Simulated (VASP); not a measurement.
Write the native input for VASP 6.6.1 that does the following.

| Quantity | Value |
| --- | --- |
| Task | single point |
| Functional | PBE |
| Potentials or basis | VASP PAW PBE potentials, release 64 (Zn, Se) |
| Cutoff | 520 eV |
| k mesh | 14 × 14 × 14 |
| Occupations | fermi-dirac, width 0.05 eV |
| Spin | no spin polarisation |
| Dipole correction | no |
| Further INCAR settings | ALGO = Normal; EDIFF = 1e-06; NBANDS = 16 |

The structure of ZnSe (rocksalt type) lies in POSCAR:

```
ZnSe
1.0
    0.0000000000      2.6193686313      2.6193686313
    2.6193686313      0.0000000000      2.6193686313
    2.6193686313      2.6193686313      0.0000000000
Zn Se
1 1
Direct
    0.0000000000      0.0000000000      0.0000000000
    0.5000000000      0.5000000000      0.5000000000
```

One way to write it, as run:

INCAR

```
ALGO = Normal
EDIFF = 1E-6
ENCUT = 520
GGA = PE
ISIF = 2
ISMEAR = -1
LASPH = True
LCHARG = False
LREAL = False
LWAVE = False
NBANDS = 16
NELM = 60
PREC = Accurate
SIGMA = 0.05
```

KPOINTS

```
k-points
0
Gamma
  14 14 14
```

Potentials or basis: VASP PAW PBE potentials, release 64 (Zn, Se).

Launch:

```console
$ cat potpaw_PBE.64/Zn/POTCAR potpaw_PBE.64/Se/POTCAR > POTCAR
$ mpirun -np 1 vasp_std > vasp.out
```

It gave:

| Item | Value |
| --- | --- |
| Pressure | 6.4 GPa |
| Band gap on the k mesh | zero (bands 9 and 10 overlap by 1.09 eV) |

Caveat: the cell stands under pressure.

Wall time 36 s on 1 thread of Intel(R) Xeon(R) Platinum 8488C (Sapphire Rapids) (shared host), peak memory 0.2 GiB.
